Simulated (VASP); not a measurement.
ZnCu: single point with PBEsol+D3(BJ)

ZnCu:

```
Zn Cu
1.0
     2.87847    0.00000    0.00000
     0.00000    2.87847    0.00000
     0.00000    0.00000    2.87847
Zn Cu
1 1
Cartesian
  1.4392 1.4392 1.4392
  0.0000 0.0000 0.0000
```

| Quantity | Value |
| --- | --- |
| Program | VASP 6.6.1 |
| Task | single point |
| Functional | PBEsol |
| Dispersion | D3(BJ) |
| Potentials or basis | VASP PAW PBE potentials, release 64 (Zn, Cu) |
| Cutoff | 520 eV |
| k mesh | 9 × 9 × 9 |
| Occupations | fermi-dirac, width 0.05 eV |
| Spin | no spin polarisation |

* Pressure: -1.0 GPa
* Dispersion energy per atom: -0.488 eV

Levels at points of the mesh, in eV from the Fermi level:
```tsv
k point	band 9	band 10	band 11	band 12	band 13	band 14
(0.00, 0.00, 0.00)	-2.90	-2.90	-2.90	6.39	6.39	6.39
```

It took 20 s on 1 thread of Intel Xeon 8259CL, on a shared host, peak memory 0.16 GiB.

Caveat: three body term missing; the PAW data sets were made with another functional, which shifts forces and pressure a little; pairwise dispersion overbinds metals, which lowers pressure and volume.
